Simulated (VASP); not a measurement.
Wanted: the native input for a VASP 6.6.1 run.

```
Task                   : single point
Functional             : PBEsol
Potentials or basis    : VASP PAW PBE potentials, release 64 (P)
Cutoff                 : 520 eV
k mesh                 : 8 × 1 × 6
Occupations            : gaussian, width 0.05 eV
Spin                   : no spin polarisation
Dipole correction      : no
Further INCAR settings : ALGO = Normal; EDIFF = 1e-06; NBANDS = 18
```

The structure of P lies in POSCAR:

```
P
1.0
    3.2016345270      0.0000000000      0.0000000000
    0.0000000000     33.9856052152      0.0000000000
    0.0000000000      0.0000000000      4.8636889455
P
4
Direct
    0.0000000000      0.9702614300      0.5921507200
    0.0000000000      0.0297385700      0.4078492800
    0.5000000000      0.0297385700      0.0921507200
    0.5000000000      0.9702614300      0.9078492800
```

This cell differs from its parent crystal: strain -0.025 along x and y, +0.050 along z.

The input as run:

INCAR

```
SYSTEM = P
ALGO = Normal
EDIFF = 1E-6
ENCUT = 520
GGA = PS
ISIF = 2
ISMEAR = 0
LASPH = .TRUE.
LCHARG = .FALSE.
LREAL = .FALSE.
LWAVE = .FALSE.
NBANDS = 18
NELM = 100
PREC = Accurate
SIGMA = 0.05
```

KPOINTS

```
k-points
0
G
  8 1 6
  0 0 0
```

Potentials or basis: VASP PAW PBE potentials, release 64 (P).

The run is started by

```bash
$ cat potpaw_PBE.64/P/POTCAR > POTCAR
$ mpirun -np 1 vasp_std > vasp.out
```

Results of the run:

```yaml
Largest_force: 0.582 eV/Å
Band_gap_on_the_k_mesh: 1.13 eV (least direct gap 1.29 eV)
```

Caveat: the cell differs from its parent crystal (strain -0.025 along x and y, +0.050 along z); there is no dipole correction, which matters where the two faces differ; the PAW data sets were made with another functional, which shifts forces and pressure a little.

Run time: 2.4 min on 1 thread of Intel(R) Xeon(R) Platinum 8488C (Sapphire Rapids) (shared host), peak memory 0.53 GiB.
